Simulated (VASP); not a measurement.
Wanted: the native input for a VASP 6.6.1 run.

```yaml
Task: single point
Functional: PBEsol
Potentials_or_basis: VASP PAW PBE potentials, release 64 (Zn, S)
Cutoff: 520 eV
k_mesh: 9 × 9 × 6
Occupations: gaussian, width 0.05 eV
Spin: no spin polarisation
Dipole_correction: no
Further_INCAR_settings: ALGO = Normal; EDIFF = 1e-06; NBANDS = 26
```

The structure of ZnS lies in POSCAR:

```
ZnS
1.0
    4.0071913382      0.0000000000      0.0000000000
   -2.0035956691      3.4703294967      0.0000000000
    0.0000000000      0.0000000000      6.1923127749
Zn S
2 2
Direct
    0.3333333333      0.6666666667      0.0054424479
    0.6666666667      0.3333333333      0.5054424479
    0.3333333333      0.6666666667      0.3795575521
    0.6666666667      0.3333333333      0.8795575521
```

This cell differs from its parent crystal: volume 21.528 Å^3 an atom, c/a of the conventional cell 1.5453.

One way to write it, as run:

INCAR

```
SYSTEM = ZnS
PREC = Accurate ; ENCUT = 520
EDIFF = 1E-6 ; ISMEAR = 0
SIGMA = 0.05 ; LREAL = .False.
LASPH = .True. ; NELM = 100
ALGO = Normal ; ISIF = 2
LWAVE = .False. ; LCHARG = .False.
GGA = PS ; NBANDS = 26
```

KPOINTS

```
Automatic mesh
0
Gamma
  9 9 6
  0 0 0
```

Potentials or basis: VASP PAW PBE potentials, release 64 (Zn, S).

The run is started by

```console
$ cat potpaw_PBE.64/Zn/POTCAR potpaw_PBE.64/S/POTCAR > POTCAR
$ mpirun -np 1 vasp_std > vasp.out
```

Results of the run:

The pressure is -6.3 GPa and the largest force is 0.283 eV/Å. The band gap on the k mesh is 1.69 eV, direct.

Caveat: the PAW data sets were made with another functional, which shifts forces and pressure a little.

Wall time 98 s on 1 thread of AMD EPYC 7R43 64-Core Processor (Zen 3), on a shared host, peak memory 0.21 GiB.
